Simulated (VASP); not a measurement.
Crystal: Au.

```xyz
1
Lattice="-1.6791 1.6791 1.6791 1.6791 -1.6791 1.6791 1.6791 1.6791 -1.6791" Properties=species:S:1:pos:R:3 pbc="T T T"
Au    0.0000    0.0000    0.0000
```

Base run:

| Item | Value |
| --- | --- |
| Program | VASP 6.6.1 |
| Functional | r2SCAN |
| Potentials or basis | VASP PAW PBE potentials, release 64 (Au) |
| Cutoff | 520 eV |
| k mesh | 11 × 11 × 11 |
| Occupations | fermi-dirac, width 0.05 eV |
| Spin | no spin polarisation |

Its results: pressure -8.4 GPa.

Q: The run is repeated on the same cell with these changes: functional from r2SCAN to PBE. What comes out?

A: Pressure -5.6 GPa.

Caveats: the PAW data sets were made with another functional, which shifts forces and pressure a little (some runs).
